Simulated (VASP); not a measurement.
# ScF3: single point with LDA

Crystal: ScF3.

```
Sc F
1.0
     3.69145    0.00000    0.00000
     0.00000    3.69145    0.00000
     0.00000    0.00000    4.33345
Sc F
1 3
Direct
  0.00000 0.00000 0.00000
  0.50000 0.00000 0.00000
  0.00000 0.50000 0.00000
  0.00000 0.00000 0.50000
```

This cell differs from its parent crystal: strain -0.080 along x and y, +0.080 along z.

```json
{
 "Program": "VASP 6.6.1",
 "Task": "single point",
 "Functional": "LDA",
 "Potentials or basis": "VASP PAW LDA potentials, release 64 (Sc_sv, F)",
 "Cutoff": "520 eV",
 "k mesh": "6 × 6 × 6",
 "Occupations": "gaussian, width 0.05 eV",
 "Spin": "no spin polarisation"
}
```

The pressure is 15.0 GPa. The band gap on the k mesh is 5.96 eV, indirect (least direct gap 5.99 eV).

Stress tensor (GPa, compression positive):
```
 30.52   0.00   0.00
  0.00  30.52   0.00
  0.00   0.00 -16.10
```

Levels at points of the mesh, in eV from the valence-band top:
| k point | band 13 | band 14 | band 15 | band 16 | band 17 | band 18 | band 19 | band 20 |
| --- | --- | --- | --- | --- | --- | --- | --- | --- |
| (0.00, 0.00, 0.00) | -1.63 | -0.62 | -0.02 | -0.02 | 5.96 | 6.06 | 6.06 | 6.68 |
| (0.50, 0.00, 0.00) | -1.97 | -0.72 | -0.43 | 0.00 | 6.15 | 7.45 | 7.53 | 7.62 |
| (0.50, 0.50, 0.00) | -1.12 | -0.90 | -0.39 | -0.39 | 7.62 | 7.62 | 8.22 | 8.51 |
| (0.00, 0.00, 0.50) | -1.62 | -1.62 | -0.31 | -0.31 | 5.98 | 6.63 | 6.63 | 8.94 |
| (0.50, 0.00, 0.50) | -2.09 | -1.94 | -0.26 | -0.05 | 6.71 | 7.47 | 7.89 | 9.20 |
| (0.50, 0.50, 0.50) | -2.05 | -1.12 | -0.01 | -0.01 | 8.00 | 8.00 | 8.55 | 10.23 |

Run time: 47 s on 1 thread of Intel(R) Xeon(R) Platinum 8259CL CPU @ 2.50GHz (Skylake/Cascade Lake), with other jobs on the host, peak memory 0.17 GiB.

Caveat: the cell differs from its parent crystal (strain -0.080 along x and y, +0.080 along z). A k mesh can miss the band edges.
